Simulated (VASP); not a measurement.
# MgS in VASP: a series of runs

MgS is run at these levels: PBE; tasks: electric field gradients.

Everything below comes from runs of VASP 6.6.1. Logs are shortened: lines on timing, memory, paths and dates and some standing lists are left out, and cuts for length are marked.

### 1 The cell of the first run

It takes space group I4/mmm (No. 139, tetragonal). Conventional cell: a = 3.569 Å, b = 3.569 Å, c = 5.203 Å, α = 90.00°, β = 90.00°, γ = 90.00°. Mg (site symmetry 4/mmm) has 6 S at 2.52 to 2.60 Å within 3.3 Å. Within 3.3 Å of S (site symmetry 4/mmm) lie 6 Mg at 2.52 to 2.60 Å.

### 2 Electric field gradients, PBE (x and y stretched by -3 %, z held)

Input file INCAR:

```
SYSTEM = MgS
PREC = Accurate ; ENCUT = 520
EDIFF = 1E-8 ; ISMEAR = -1
SIGMA = 0.03 ; LREAL = .False.
LASPH = .True. ; NELM = 80
ALGO = Normal ; ISIF = 2
LWAVE = .False. ; LCHARG = .False.
GGA = PE ; LEFG = .True.
NBANDS = 11
```

Input file KPOINTS:

```
Automatic mesh
0
Gamma
  10 10 10
  0 0 0
```

Input file POSCAR:

```
MgS
1.0
    0.0000000000      2.5236005000      2.6016500000
    2.5236005000      0.0000000000      2.6016500000
    2.5236005000      2.5236005000      0.0000000000
Mg S
1 1
Direct
    0.0000000000      0.0000000000      0.0000000000
    0.5000000000      0.5000000000      0.5000000000
```

Potentials or basis: VASP PAW PBE potentials, release 64 (Mg, S).

The run is started by

```bash
> cat potpaw_PBE.64/Mg/POTCAR potpaw_PBE.64/S/POTCAR > POTCAR
> mpirun -np 1 vasp_std > vasp.out
```

OUTCAR:

```text
SYSTEM = MgS
   PREC = Accurate
   ENCUT = 520
   EDIFF = 1E-8
   ISMEAR = -1
   LREAL = .False.
   LASPH = .True.
   NELM = 80
   ISIF = 2
   GGA = PE

 ion  position               nearest neighbor table
   1  0.000  0.000  0.000-   2 2.52   2 2.52   2 2.52   2 2.52   2 2.60   2 2.60
   2  0.500  0.500  0.500-   1 2.52   1 2.52   1 2.52   1 2.52   1 2.60   1 2.60

  LATTYP: Found a body centered tetragonal cell.
 ALAT       =     3.5689100531
 C/A-ratio  =     1.4579521262

  Lattice vectors:

 A1 = (  -2.5236005000,   0.0000000000,   2.6016500000)
 A2 = (   2.5236005000,   0.0000000000,   2.6016500000)
 A3 = (   0.0000000000,   2.5236005000,  -2.6016500000)

Analysis of symmetry for initial positions (statically):
=====================================================================
 Subroutine PRICEL returns:
 Original cell was already a primitive cell.

 Routine SETGRP: Setting up the symmetry group for a
 body centered tetragonal supercell.

 Subroutine GETGRP returns: Found 16 space group operations
 (whereof 16 operations were pure point group operations)
 out of a pool of 16 trial point group operations.

The static configuration has the point symmetry D_4h.

Analysis of symmetry for dynamics (positions and initial velocities):
=====================================================================
 Subroutine PRICEL returns:
 Original cell was already a primitive cell.

 Routine SETGRP: Setting up the symmetry group for a
 body centered tetragonal supercell.

 Subroutine GETGRP returns: Found 16 space group operations
 (whereof 16 operations were pure point group operations)
 out of a pool of 16 trial point group operations.

The dynamic configuration has the point symmetry D_4h.

 Subroutine INISYM returns: Found 16 space group operations
 (whereof 16 operations are pure point group operations),
 and found     1 'primitive' translations

----------------------------------------------------------------------------------------

                                     Primitive cell

  volume of cell :      33.1375

  direct lattice vectors                    reciprocal lattice vectors
     0.000000000  2.523600500  2.601650000    -0.198129617  0.198129617  0.192185728
     2.523600500  0.000000000  2.601650000     0.198129617 -0.198129617  0.192185728
     2.523600500  2.523600500  0.000000000     0.198129617  0.198129617 -0.192185728

[... 133 lines left out ...]
 cond. band min:       7.1405044673   @ k =   0.5000   0.0000   0.5000
 fundamental gap:      2.7748106823
 Fermi energy:         4.9638464375

 k-point     1 :       0.0000    0.0000    0.0000
  band No.  band energies     occupation
      1      -8.7448      2.00000
      2       4.2435      2.00000
      3       4.2435      2.00000
      4       4.3657      2.00000
      5       8.4946      0.00000
      6      11.9804      0.00000
      7      12.3103      0.00000
      8      12.3103      0.00000
      9      14.4768      0.00000
     10      14.9165      0.00000
     11      16.9719      0.00000
[... 309 lines left out ...]
 k-point    24 :       0.4000    0.3000    0.0000
  band No.  band energies     occupation
      1      -7.3753      2.00000
      2       0.4709      2.00000
      3       2.5388      2.00000
      4       2.8826      2.00000
      5       8.4341      0.00000
      6       9.4617      0.00000
      7      14.1339      0.00000
      8      15.1526      0.00000
      9      16.9233      0.00000
     10      17.8363      0.00000
     11      21.2179      0.00000

 [... further k-points ...]

------------------------ aborting loop because EDIFF is reached ----------------------------------------

  FORCE on cell =-STRESS in cart. coord.  units (eV):
  Direction    XX          YY          ZZ          XY          YZ          ZX
  --------------------------------------------------------------------------------------
  -------------------------------------------------------------------------------------
  Total        1.6233741      1.6233741      0.7433781      0.0000000      0.0000000      0.0000000
  in kB       78.4890580     78.4890580     35.9418372      0.0000000      0.0000000      0.0000000
  external PRESSURE =      64.3066511 kB  Pullay stress =       0.0000000 kB

 VOLUME and BASIS-vectors are now :
 -----------------------------------------------------------------------------
  energy-cutoff  :      520.00
  volume of cell :       33.14
      direct lattice vectors                 reciprocal lattice vectors
     0.000000000  2.523600500  2.601650000    -0.198129617  0.198129617  0.192185728
     2.523600500  0.000000000  2.601650000     0.198129617 -0.198129617  0.192185728
     2.523600500  2.523600500  0.000000000     0.198129617  0.198129617 -0.192185728

 POSITION                                       TOTAL-FORCE (eV/Angst)
 -----------------------------------------------------------------------------------
      0.00000      0.00000      0.00000        -0.000000      0.000000      0.000000
      2.52360      2.52360      2.60165         0.000000     -0.000000      0.000000
 -----------------------------------------------------------------------------------
    total drift:                                0.000000      0.000000      0.000000

  FREE ENERGIE OF THE ION-ELECTRON SYSTEM (eV)
  ---------------------------------------------------
  free  energy   TOTEN  =        -8.4481065554 eV

  energy  without entropy=       -8.4481065554  energy(sigma->0) =       -8.44810656

 Electric field gradients (V/A^2)
---------------------------------------------------------------------
 ion       V_xx      V_yy      V_zz      V_xy      V_xz      V_yz
---------------------------------------------------------------------
   1      -2.667    -2.667     5.334     0.000     0.000     0.000
   2      -1.717    -1.717     3.433    -0.000    -0.000    -0.000
---------------------------------------------------------------------

 Electric field gradients after diagonalization (V/A^2)
 (convention: |V_zz| > |V_xx| > |V_yy|)
----------------------------------------------------------------------
 ion       V_xx      V_yy      V_zz     asymmetry (V_yy - V_xx)/ V_zz
----------------------------------------------------------------------
   1      -2.667    -2.667     5.334       0.000
   2      -1.717    -1.717     3.433       0.000
----------------------------------------------------------------------

           NMR quadrupolar parameters

 Cq : quadrupolar parameter    Cq=e*Q*V_zz/h
 eta: asymmetry parameters     (V_yy - V_xx)/ V_zz
 Q  : nuclear electric quadrupole moment in mb (millibarn)
----------------------------------------------------------------------
 ion       Cq(MHz)       eta       Q (mb)
----------------------------------------------------------------------
   1       0.013       0.000       1.000
   2       0.008       0.000       1.000
----------------------------------------------------------------------
```

stdout:

```text
POSCAR found type information on POSCAR MgS
 POSCAR found :  2 types and       2 ions
 scaLAPACK will be used
 LDA part: xc-table for (Slater+PW92), standard interpolation
 POSCAR, INCAR and KPOINTS ok, starting setup
 FFT: planning ... GRIDC
 FFT: planning ... GRID_SOFT
 FFT: planning ... GRID
 WAVECAR not read
 entering main loop
ion   1

ion   2
```

Wall time 22 s (1 thread of Intel Xeon Platinum 8559C (Emerald Rapids), shared host); peak memory 0.18 GiB.

Results:

* Free energy: -8.4481 eV
* Pressure: 6.4 GPa
* Band gap on the k mesh: 2.77 eV, indirect (least direct gap 4.13 eV)

Electric field gradients, principal values (V/Å²):
```csv
atom,least,middle,greatest (by size)
1 Mg,-2.667,-2.667,5.334
2 S,-1.717,-1.717,3.433
```

Caveat: the cell differs from its parent crystal (x and y stretched by -3 %, z held); without QUAD_EFG the Cq values of the log hold for a quadrupole moment of 1 mb, not for the nuclei.

### 3 Electric field gradients, PBE (z stretched by +4 % at fixed volume)

Input file INCAR:

```
SYSTEM = MgS
  PREC = Accurate
  ENCUT = 520
  EDIFF = 1E-8
  ISMEAR = -1
  SIGMA = 0.03
  LREAL = .False.
  LASPH = .True.
  NELM = 60
  ALGO = Normal
  ISIF = 2
  LWAVE = .False.
  LCHARG = .False.
  GGA = PE
  LEFG = .True.
  NBANDS = 11
```

Input file KPOINTS:

```
regular mesh
0
Gamma
  10 10 10
  0 0 0
```

Input file POSCAR:

```
MgS
1.0
    0.0000000000      2.5511277149      2.7057160000
    2.5511277149      0.0000000000      2.7057160000
    2.5511277149      2.5511277149      0.0000000000
Mg S
1 1
Direct
    0.0000000000      0.0000000000      0.0000000000
    0.5000000000      0.5000000000      0.5000000000
```

Potentials or basis: VASP PAW PBE potentials, release 64 (Mg, S).

The run is started by

```bash
> cat potpaw_PBE.64/Mg/POTCAR potpaw_PBE.64/S/POTCAR > POTCAR
> mpirun -np 1 vasp_std > vasp.out
```

OUTCAR:

```text
SYSTEM = MgS
   PREC = Accurate
   ENCUT = 520
   EDIFF = 1E-8
   ISMEAR = -1
   LREAL = .False.
   LASPH = .True.
   NELM = 60
   ISIF = 2
   GGA = PE

 ion  position               nearest neighbor table
   1  0.000  0.000  0.000-   2 2.55   2 2.55   2 2.55   2 2.55   2 2.71   2 2.71
   2  0.500  0.500  0.500-   1 2.55   1 2.55   1 2.55   1 2.55   1 2.71   1 2.71

  LATTYP: Found a body centered tetragonal cell.
 ALAT       =     3.6078394138
 C/A-ratio  =     1.4999093306

  Lattice vectors:

 A1 = (  -2.5511277149,   0.0000000000,   2.7057160000)
 A2 = (   2.5511277149,   0.0000000000,   2.7057160000)
 A3 = (   0.0000000000,   2.5511277149,  -2.7057160000)

Analysis of symmetry for initial positions (statically):
=====================================================================
 Subroutine PRICEL returns:
 Original cell was already a primitive cell.

 Routine SETGRP: Setting up the symmetry group for a
 body centered tetragonal supercell.

 Subroutine GETGRP returns: Found 16 space group operations
 (whereof 16 operations were pure point group operations)
 out of a pool of 16 trial point group operations.

The static configuration has the point symmetry D_4h.

Analysis of symmetry for dynamics (positions and initial velocities):
=====================================================================
 Subroutine PRICEL returns:
 Original cell was already a primitive cell.

 Routine SETGRP: Setting up the symmetry group for a
 body centered tetragonal supercell.

 Subroutine GETGRP returns: Found 16 space group operations
 (whereof 16 operations were pure point group operations)
 out of a pool of 16 trial point group operations.

The dynamic configuration has the point symmetry D_4h.

 Subroutine INISYM returns: Found 16 space group operations
 (whereof 16 operations are pure point group operations),
 and found     1 'primitive' translations

----------------------------------------------------------------------------------------

                                     Primitive cell

  volume of cell :      35.2190

  direct lattice vectors                    reciprocal lattice vectors
     0.000000000  2.551127715  2.705716000    -0.195991756  0.195991756  0.184793970
     2.551127715  0.000000000  2.705716000     0.195991756 -0.195991756  0.184793970
     2.551127715  2.551127715  0.000000000     0.195991756  0.195991756 -0.184793970

  length of vectors
     3.718756740  3.718756740  3.607839414     0.333128125  0.333128125  0.333128125

  position of ions in fractional coordinates (direct lattice)
     0.000000000  0.000000000  0.000000000
     0.500000000  0.500000000  0.500000000

  ion indices of the primitive-cell ions
   primitive index   ion index
                 1           1
                 2           2

----------------------------------------------------------------------------------------

 KPOINTS: regular mesh

Automatic generation of k-mesh.
 Grid dimensions read from file:
 generate k-points for:   10   10   10

 Generating k-lattice:

  Cartesian coordinates                     Fractional coordinates (reciprocal lattice)
[... 78 lines left out ...]
   IMIX   =      4    mixing-type and parameters
     AMIX     =   0.40;   BMIX     =  1.00
     AMIX_MAG =   1.60;   BMIX_MAG =  1.00
  volume/ion in A,a.u.               =      17.61       118.83
  Fermi-wavevector in a.u.,A,eV,Ry     =   0.998878  1.887606 13.575323  0.997758
  Thomas-Fermi vector in A             =   2.131131
   LORBIT       =      0    0 simple, 1 ext, 2 COOP (PROOUT), +10 PAW based schemes
   GGA     = PE    functional components
   LHFCALC =     F    Hartree Fock is set to
   AEXX    =    0.0000 exact exchange contribution
   IVDW    =     0    specifies the selected vdW correction
   LEPSILON=     F    determine dielectric tensor
   LRPA    =     F    only Hartree local field effects (RPA)
 non-spin polarized calculation
  energy-cutoff  :      520.00
  volume of cell :       35.22
 maximum number of plane-waves:       970
   NGX = 13   NGY = 13   NGZ = 13

 number of electron       7.9999999 magnetization

 Free energy of the ion-electron system (eV)
  ---------------------------------------------------
  ext. energy  EPLUGINS =         0.00000000
  ---------------------------------------------------
  free energy    TOTEN  =        -8.47673624 eV

  energy without entropy =       -8.47673624  energy(sigma->0) =       -8.47673624

 E-fermi :   4.4268     XC(G=0):  -9.6831

 val. band max:        3.8613311146   @ k =   0.0000   0.0000   0.0000
 cond. band min:       6.4223921320   @ k =   0.5000   0.0000   0.5000
 fundamental gap:      2.5610610174
 Fermi energy:         4.4268482775

 k-point     1 :       0.0000    0.0000    0.0000
  band No.  band energies     occupation
      1      -8.9531      2.00000
      2       3.6403      2.00000
      3       3.6403      2.00000
      4       3.8613      2.00000
      5       7.4300      0.00000
      6      11.2895      0.00000
      7      11.9020      0.00000
      8      11.9020      0.00000
      9      13.6479      0.00000
     10      14.4712      0.00000
     11      15.8804      0.00000
[... 309 lines left out ...]
 k-point    24 :       0.4000    0.3000    0.0000
  band No.  band energies     occupation
      1      -7.7828      2.00000
      2       0.1724      2.00000
      3       2.1418      2.00000
      4       2.4949      2.00000
      5       7.7874      0.00000
      6       9.0738      0.00000
      7      13.0284      0.00000
      8      14.4715      0.00000
      9      15.9635      0.00000
     10      17.0356      0.00000
     11      19.9622      0.00000

 [... further k-points ...]

------------------------ aborting loop because EDIFF is reached ----------------------------------------

  FORCE on cell =-STRESS in cart. coord.  units (eV):
  Direction    XX          YY          ZZ          XY          YZ          ZX
  --------------------------------------------------------------------------------------
  -------------------------------------------------------------------------------------
  Total        0.7296931      0.7296931     -0.5331132      0.0000000      0.0000000      0.0000000
  in kB       33.1951163     33.1951163    -24.2523269      0.0000000      0.0000000      0.0000000
  external PRESSURE =      14.0459686 kB  Pullay stress =       0.0000000 kB

 VOLUME and BASIS-vectors are now :
 -----------------------------------------------------------------------------
  energy-cutoff  :      520.00
  volume of cell :       35.22
      direct lattice vectors                 reciprocal lattice vectors
     0.000000000  2.551127715  2.705716000    -0.195991756  0.195991756  0.184793970
     2.551127715  0.000000000  2.705716000     0.195991756 -0.195991756  0.184793970
     2.551127715  2.551127715  0.000000000     0.195991756  0.195991756 -0.184793970

 POSITION                                       TOTAL-FORCE (eV/Angst)
 -----------------------------------------------------------------------------------
      0.00000      0.00000      0.00000         0.000000      0.000000      0.000000
      2.55113      2.55113      2.70572        -0.000000      0.000000      0.000000
 -----------------------------------------------------------------------------------
    total drift:                                0.000000      0.000000      0.000000

  FREE ENERGIE OF THE ION-ELECTRON SYSTEM (eV)
  ---------------------------------------------------
  free  energy   TOTEN  =        -8.4767362421 eV

  energy  without entropy=       -8.4767362421  energy(sigma->0) =       -8.47673624

 Electric field gradients (V/A^2)
---------------------------------------------------------------------
 ion       V_xx      V_yy      V_zz      V_xy      V_xz      V_yz
---------------------------------------------------------------------
   1      -4.572    -4.572     9.145     0.000    -0.000    -0.000
   2      -2.093    -2.093     4.185    -0.001    -0.000    -0.000
---------------------------------------------------------------------

 Electric field gradients after diagonalization (V/A^2)
 (convention: |V_zz| > |V_xx| > |V_yy|)
----------------------------------------------------------------------
 ion       V_xx      V_yy      V_zz     asymmetry (V_yy - V_xx)/ V_zz
----------------------------------------------------------------------
   1      -4.572    -4.572     9.145       0.000
   2      -2.093    -2.092     4.185       0.000
----------------------------------------------------------------------

           NMR quadrupolar parameters

 Cq : quadrupolar parameter    Cq=e*Q*V_zz/h
 eta: asymmetry parameters     (V_yy - V_xx)/ V_zz
 Q  : nuclear electric quadrupole moment in mb (millibarn)
----------------------------------------------------------------------
 ion       Cq(MHz)       eta       Q (mb)
----------------------------------------------------------------------
   1       0.022       0.000       1.000
   2       0.010       0.000       1.000
----------------------------------------------------------------------
```

stdout:

```text
POSCAR found type information on POSCAR MgS
 POSCAR found :  2 types and       2 ions
 scaLAPACK will be used
 LDA part: xc-table for (Slater+PW92), standard interpolation
 POSCAR, INCAR and KPOINTS ok, starting setup
 FFT: planning ... GRIDC
 FFT: planning ... GRID_SOFT
 FFT: planning ... GRID
 WAVECAR not read
 entering main loop
ion   1

ion   2
```

Run time: 25 s. Hardware: 1 thread of Intel Xeon Platinum 8559C (Emerald Rapids), shared host; peak memory 0.18 GiB.

Results:

```yaml
Free_energy: -8.4767 eV
Pressure: 1.4 GPa
Band_gap_on_the_k_mesh: 2.56 eV, indirect (least direct gap 3.57 eV)
```

Stress tensor (GPa, compression positive):
```
 3.32  0.00  0.00
 0.00  3.32  0.00
 0.00  0.00 -2.43
```

Levels at points of the mesh, in eV from the valence-band top:
```csv
k point,band 2,band 3,band 4,band 5,band 6,band 7
"(0.00, 0.00, 0.00)",-0.22,-0.22,0.00,3.57,7.43,8.04
"(0.50, 0.00, 0.00)",-4.97,-0.83,-0.65,4.36,6.55,7.09
"(0.50, 0.50, 0.00)",-4.37,-1.65,-1.65,2.89,4.39,11.44
"(0.50, 0.00, 0.50)",-4.31,-2.16,-1.65,2.56,4.21,12.04
```

Electric field gradients, principal values (V/Å²):
```
atom   least  middle  greatest (by size)
1 Mg  -4.572  -4.572               9.145
 2 S  -2.092  -2.093               4.185
```

Caveat: without QUAD_EFG the Cq values of the log hold for a quadrupole moment of 1 mb, not for the nuclei. A k mesh can miss the band edges.

[end of part 1 of 2]
